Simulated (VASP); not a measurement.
# Rh (I4_1/amd) in VASP: single point with PBE

Aim: the single point of Rh with PBE.

Everything below comes from runs of VASP 6.6.1. Logs are shortened: lines on timing, memory, paths and dates and some standing lists are left out, and cuts for length are marked.

**1. The cell of the first run**

The structure is tetragonal, space group I4_1/amd (No. 141). Conventional cell: a = 4.786 Å, b = 4.786 Å, c = 2.724 Å, α = 90.00°, β = 90.00°, γ = 90.00°. Within 3.3 Å of Rh (site symmetry -4m2) lie 10 Rh at 2.49 to 3.15 Å.

**2. Single point, PBE**

File INCAR:

```
SYSTEM = Rh
PREC = Accurate ; ENCUT = 520
EDIFF = 1E-7 ; ISMEAR = 0
SIGMA = 0.1 ; LREAL = .FALSE.
LASPH = .TRUE. ; NELM = 80
ALGO = Fast ; ISIF = 2
LWAVE = .FALSE. ; LCHARG = .FALSE.
GGA = PE ; NBANDS = 22
```

File KPOINTS:

```
regular mesh
0
G
  24 24 24
  0 0 0
```

File POSCAR:

```
Rh
1.0
   -2.3931169026      2.3931169026      1.3622311076
    2.3931169026     -2.3931169026      1.3622311076
    2.3931169026      2.3931169026     -1.3622311076
Rh
2
Direct
    0.0000000000      0.0000000000      0.0000000000
    0.7500000000      0.2500000000      0.5000000000
```

Potentials or basis: VASP PAW PBE potentials, release 64 (Rh_pv).

Launch:

```console
cat potpaw_PBE.64/Rh_pv/POTCAR > POTCAR
mpirun -np 1 vasp_std > vasp.out
```

OUTCAR:

```text
SYSTEM = Rh
   PREC = Accurate
   ENCUT = 520
   EDIFF = 1E-7
   ISMEAR = 0
   LREAL = .FALSE.
   LASPH = .TRUE.
   NELM = 80
   ISIF = 2
   GGA = PE

 ion  position               nearest neighbor table
   1  0.000  0.000  0.000-   2 2.49   2 2.49   2 2.49   2 2.49   2 3.15   2 3.15   2 3.15   2 3.15

   2  0.750  0.250  0.500-   1 2.49   1 2.49   1 2.49   1 2.49   1 3.15   1 3.15   1 3.15   1 3.15

  LATTYP: Found a body centered tetragonal cell.
 ALAT       =     4.7862338052
 C/A-ratio  =     0.5692288188

  Lattice vectors:

 A1 = (  -2.3931169026,   2.3931169026,   1.3622311076)
 A2 = (   2.3931169026,  -2.3931169026,   1.3622311076)
 A3 = (   2.3931169026,   2.3931169026,  -1.3622311076)

Analysis of symmetry for initial positions (statically):
=====================================================================
 Subroutine PRICEL returns:
 Original cell was already a primitive cell.

 Routine SETGRP: Setting up the symmetry group for a
 body centered tetragonal supercell.

 Subroutine GETGRP returns: Found 16 space group operations
 (whereof  8 operations were pure point group operations)
 out of a pool of 16 trial point group operations.

The static configuration has the point symmetry D_2d.
 The point group associated with its full space group is D_4h.

Analysis of symmetry for dynamics (positions and initial velocities):
=====================================================================
 Subroutine PRICEL returns:
 Original cell was already a primitive cell.

 Routine SETGRP: Setting up the symmetry group for a
 body centered tetragonal supercell.

 Subroutine GETGRP returns: Found 16 space group operations
 (whereof  8 operations were pure point group operations)
 out of a pool of 16 trial point group operations.

The dynamic configuration has the point symmetry D_2d.
 The point group associated with its full space group is D_4h.

 Subroutine INISYM returns: Found 16 space group operations
 (whereof  8 operations are pure point group operations),
 and found     1 'primitive' translations

----------------------------------------------------------------------------------------

                                     Primitive cell

  volume of cell :      31.2060

  direct lattice vectors                    reciprocal lattice vectors
    -2.393116903  2.393116903  1.362231108     0.000000000  0.208932543  0.367044914
     2.393116903 -2.393116903  1.362231108     0.208932543  0.000000000  0.367044914
     2.393116903  2.393116903 -1.362231108     0.208932543  0.208932543  0.000000000

  length of vectors
     3.648244867  3.648244867  3.648244867     0.422344381  0.422344381  0.295475236

  position of ions in fractional coordinates (direct lattice)
     0.000000000  0.000000000  0.000000000
     0.750000000  0.250000000  0.500000000

  ion indices of the primitive-cell ions
   primitive index   ion index
                 1           1
                 2           2

----------------------------------------------------------------------------------------

 KPOINTS: regular mesh

Automatic generation of k-mesh.
 Grid dimensions read from file:
 generate k-points for:   24   24   24

 Generating k-lattice:

  Cartesian coordinates                     Fractional coordinates (reciprocal lattice)
     0.000000000  0.008705523  0.015293538     0.041666667  0.000000000  0.000000000
     0.008705523  0.000000000  0.015293538     0.000000000  0.041666667  0.000000000
     0.008705523  0.008705523  0.000000000     0.000000000  0.000000000  0.041666667

  Length of vectors
     0.017597683  0.017597683  0.012311468

  Shift w.r.t. Gamma in fractional coordinates (k-lattice)
     0.000000000  0.000000000  0.000000000

 Subroutine IBZKPT returns following result:
 ===========================================

 Found   1063 irreducible k-points:

 Following reciprocal coordinates:
            Coordinates               Weight
  0.000000  0.000000  0.000000      1.000000
  0.041667  0.000000  0.000000      8.000000
  0.083333  0.000000  0.000000      8.000000
  0.125000  0.000000  0.000000      8.000000
  0.166667  0.000000  0.000000      8.000000
  0.208333  0.000000  0.000000      8.000000
[... 16 lines left out ...]
  0.416667  0.041667  0.000000     16.000000
  0.458333  0.041667  0.000000     16.000000
 [... further k-points ...]
   k-points           NKPTS =   1063   k-points in BZ     NKDIM =   1063   number of bands    NBANDS=     22
   number of dos      NEDOS =    301   number of ions     NIONS =      2
   total plane-waves  NPLWV =  21952
   dimension x,y,z NGX =    28 NGY =   28 NGZ =   28
   dimension x,y,z NGXF=    56 NGYF=   56 NGZF=   56
   ions per type =               2
   NGX,Y,Z   is equivalent  to a cutoff of  12.76, 12.76, 12.76 a.u.
   NGXF,Y,Z  is equivalent  to a cutoff of  25.52, 25.52, 25.52 a.u.
 SYSTEM =  Rh
   PREC   = accura    normal or accurate (medium, high low for compatibility)
   ISTART =      0    job   : 0-new  1-cont  2-samecut
   ICHARG =      2    charge: 1-file 2-atom 10-const
   ISPIN  =      1    spin polarized calculation?
   LNONCOLLINEAR =      F non collinear calculations
   LSORBIT =      F    spin-orbit coupling
   LASPH  =      T    aspherical Exc in radial PAW
   ENCUT  =  520.0 eV  38.22 Ry    6.18 a.u.   6.78  6.78  6.78*2*pi/ulx,y,z
   NELM   =     80;   NELMIN=  2; NELMDL= -5     # of ELM steps
   EDIFF  = 0.1E-06   stopping-criterion for ELM
   LREAL  =      F    real-space projection
   EDIFFG = 0.1E-05   stopping-criterion for IOM
   NSW    =      0    number of steps for IOM
   IBRION =     -1    ionic relax: 0-MD 1-quasi-New 2-CG
   NFREE  =      0    steps in history (QN), initial steepest desc. (CG)
   ISIF   =      2    stress and relaxation
   ISYM   =      2    0-nonsym 1-usesym 2-fastsym
   POTIM  = 0.5000    time-step for ionic-motion
   TEBEG  =    0.0;   TEEND  =   0.0 temperature during run
   PSTRESS=    0.0 pullay stress
   NELECT =      30.0000    total number of electrons
   NUPDOWN=      -1.0000    fix difference up-down
   EMIN   =  10.00;   EMAX   =-10.00  energy-range for DOS
   EFERMI =   0.00;   METHOD = LEGACY
   ISMEAR =     0;   SIGMA  =   0.10  broadening in eV -4-tet -1-fermi 0-gaus
   EFERMI_NEDOS =   21; number of points for ismear=-14 and -15
   IALGO  =     68    algorithm
   IMIX   =      4    mixing-type and parameters
     AMIX     =   0.40;   BMIX     =  1.00
     AMIX_MAG =   1.60;   BMIX_MAG =  1.00
  volume/ion in A,a.u.               =      15.60       105.29
  Fermi-wavevector in a.u.,A,eV,Ry     =   1.615731  3.053289 35.519186  2.610587
  Thomas-Fermi vector in A             =   2.710431
   LORBIT       =      0    0 simple, 1 ext, 2 COOP (PROOUT), +10 PAW based schemes
   GGA     = PE    functional components
   LHFCALC =     F    Hartree Fock is set to
   AEXX    =    0.0000 exact exchange contribution
   IVDW    =     0    specifies the selected vdW correction
   LEPSILON=     F    determine dielectric tensor
   LRPA    =     F    only Hartree local field effects (RPA)
 non-spin polarized calculation
 RMM-DIIS sequential band-by-band and
 Gauss-broadening in eV      SIGMA  =   0.10
  energy-cutoff  :      520.00
  volume of cell :       31.21
 maximum number of plane-waves:       864
   NGX = 13   NGY = 13   NGZ = 13

 number of electron      30.0000011 magnetization

 Free energy of the ion-electron system (eV)
  ---------------------------------------------------
  ext. energy  EPLUGINS =         0.00000000
  ---------------------------------------------------
  free energy    TOTEN  =       -13.43379171 eV

  energy without entropy =      -13.41797312  energy(sigma->0) =      -13.42588241

 E-fermi :   9.8260     XC(G=0): -13.1301

 val. band max:        9.8258542278   @ k =  -0.4167   0.1250   0.0833
 cond. band min:       9.8263972135   @ k =   0.4583   0.2083   0.1667
 fundamental gap:      0.0005429856
 Fermi energy:         9.8260073000

 k-point     1 :       0.0000    0.0000    0.0000
  band No.  band energies     occupation
      1     -36.9278      2.00000
      2     -36.9278      2.00000
      3     -36.3008      2.00000
      4     -36.2855      2.00000
      5     -36.2450      2.00000
      6     -36.2450      2.00000
[... 14 lines left out ...]
     21      25.3760      0.00000
     22      27.7503      0.00000

 k-point     2 :       0.0417    0.0000    0.0000
  band No.  band energies     occupation
      1     -36.9275      2.00000
      2     -36.9242      2.00000
      3     -36.3090      2.00000
      4     -36.2916      2.00000
      5     -36.2453      2.00000
      6     -36.2444      2.00000
[... 14 lines left out ...]
     21      25.3964      0.00000
     22      27.7520      0.00000

 k-point     3 :       0.0833    0.0000    0.0000
  band No.  band energies     occupation
      1     -36.9267      2.00000
      2     -36.9136      2.00000
      3     -36.3314      2.00000
      4     -36.3095      2.00000
      5     -36.2478      2.00000
      6     -36.2428      2.00000
[... 14 lines left out ...]
     21      25.4628      0.00000
     22      27.5991      0.00000

 k-point     4 :       0.1250    0.0000    0.0000
  band No.  band energies     occupation
      1     -36.9255      2.00000
      2     -36.8968      2.00000
      3     -36.3648      2.00000
      4     -36.3372      2.00000
      5     -36.2546      2.00000
      6     -36.2402      2.00000
[... 14 lines left out ...]
     21      25.5845      0.00000
     22      27.1641      0.00000

 k-point     5 :       0.1667    0.0000    0.0000
  band No.  band energies     occupation
      1     -36.9239      2.00000
      2     -36.8751      2.00000
      3     -36.4070      2.00000
      4     -36.3715      2.00000
      5     -36.2661      2.00000
      6     -36.2368      2.00000
[... 417 lines left out ...]
 k-point    22 :       0.3750    0.0417    0.0000
  band No.  band energies     occupation
      1     -36.9096      2.00000
      2     -36.7861      2.00000
      3     -36.6629      2.00000
      4     -36.5245      2.00000
      5     -36.3716      2.00000
      6     -36.2179      2.00000
[... 14 lines left out ...]
     21      23.6527      0.00000
     22      24.3765      0.00000

 k-point    23 :       0.4167    0.0417    0.0000
  band No.  band energies     occupation
      1     -36.9097      2.00000
      2     -36.7811      2.00000
      3     -36.6856      2.00000
      4     -36.5138      2.00000
      5     -36.3955      2.00000
      6     -36.2157      2.00000
[... 14 lines left out ...]
     21      23.2995      0.00000
     22      24.2756      0.00000

 k-point    24 :       0.4583    0.0417    0.0000
  band No.  band energies     occupation
      1     -36.9104      2.00000
      2     -36.7750      2.00000
      3     -36.6976      2.00000
      4     -36.4973      2.00000
      5     -36.4168      2.00000
      6     -36.2146      2.00000
[... 14 lines left out ...]
     21      23.1654      0.00000
     22      24.2662      0.00000

 [... further k-points ...]
[... 5 lines left out ...]
  --------------------------------------------------------------------------------------
  -------------------------------------------------------------------------------------
  Total        0.0286571      0.0286571      0.0062083      0.0000000      0.0000000      0.0000000
  in kB        1.4713097      1.4713097      0.3187449      0.0000000      0.0000000      0.0000000
  external PRESSURE =       1.0871214 kB  Pullay stress =       0.0000000 kB

 VOLUME and BASIS-vectors are now :
 -----------------------------------------------------------------------------
  energy-cutoff  :      520.00
  volume of cell :       31.21
      direct lattice vectors                 reciprocal lattice vectors
    -2.393116903  2.393116903  1.362231108     0.000000000  0.208932543  0.367044914
     2.393116903 -2.393116903  1.362231108     0.208932543  0.000000000  0.367044914
     2.393116903  2.393116903 -1.362231108     0.208932543  0.208932543  0.000000000

 POSITION                                       TOTAL-FORCE (eV/Angst)
 -----------------------------------------------------------------------------------
      0.00000      0.00000      0.00000        -0.000000      0.000000      0.000000
      0.00000      2.39312      0.68112         0.000000     -0.000000     -0.000000
 -----------------------------------------------------------------------------------
    total drift:                               -0.000000      0.000000      0.000000

  FREE ENERGIE OF THE ION-ELECTRON SYSTEM (eV)
  ---------------------------------------------------
  free  energy   TOTEN  =       -13.4337917131 eV

  energy  without entropy=      -13.4179731167  energy(sigma->0) =      -13.42588241
```

Wall time 5.6 min (1 thread of Intel Xeon 6975P-C (Granite Rapids), shared host); peak memory 0.62 GiB.

What came out:

| Item | Value |
| --- | --- |
| Free energy | -13.4338 eV |
| Pressure | 0.1 GPa |
| Band gap on the k mesh | zero (bands 15 and 16 overlap by 2.01 eV) |
